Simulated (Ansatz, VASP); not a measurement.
# Sr in VASP and in Ansatz

Contents of INCAR:

```
  ALGO = Normal
  EDIFF = 1E-6
  ENCUT = 520
  GGA = PE
  ISIF = 2
  ISMEAR = 0
  LASPH = True
  LCHARG = False
  LREAL = False
  LWAVE = False
  NBANDS = 11
  NELM = 60
  PREC = Accurate
  SIGMA = 0.3
```

KPOINTS

```
k-points
0
Gamma
  9 9 9
```

Contents of POSCAR:

```
Sr
1.0
    0.0000000000      3.0191365063      3.0191365063
    3.0191365063      0.0000000000      3.0191365063
    3.0191365063      3.0191365063      0.0000000000
Sr
1
Direct
    0.0000000000      0.0000000000      0.0000000000
```

Input for Ansatz:

```yaml
crystal:
  lattice:
    - [0.0, 3.0191365063, 3.0191365063]
    - [3.0191365063, 0.0, 3.0191365063]
    - [3.0191365063, 3.0191365063, 0.0]
  atoms:
    - { symbol: Sr, position: [0.0, 0.0, 0.0] }
hamiltonian:
  xc: pbe
  pseudopotentials:
    kind: paw
    azcp:
      Sr: "pseudopotentials/Sr.paw.azcp"
basis:
  ecutwfc: 420
  fft_grid_basis: typed
kpoints:
  mp_grid: { grid: [9, 9, 9], shift: [0, 0, 0] }
magnetization:
  spin_polarized: false
scf:
  occupations: { method: gaussian, width: 0.3 }
  lower_state_search: "off"
output:
  stress: true
```

Alike in both runs: task single point; functional PBE; k mesh 9 × 9 × 9; occupations gaussian, width 0.3 eV; no spin polarisation.

|  | VASP | Ansatz |
| --- | --- | --- |
| version | VASP 6.6.1 | Ansatz 0.2.0 |
| potentials or method | VASP PAW PBE potentials, release 64 (Sr_sv), cutoff 520 eV | plane waves (420 eV) with PAW, scalar-relativistic |
| valence electrons in the cell | 10 | 10 |

|  | VASP | Ansatz | Ansatz less VASP |
| --- | --- | --- | --- |
| pressure (GPa) | 0.0 | 0.0 | -0.01 |
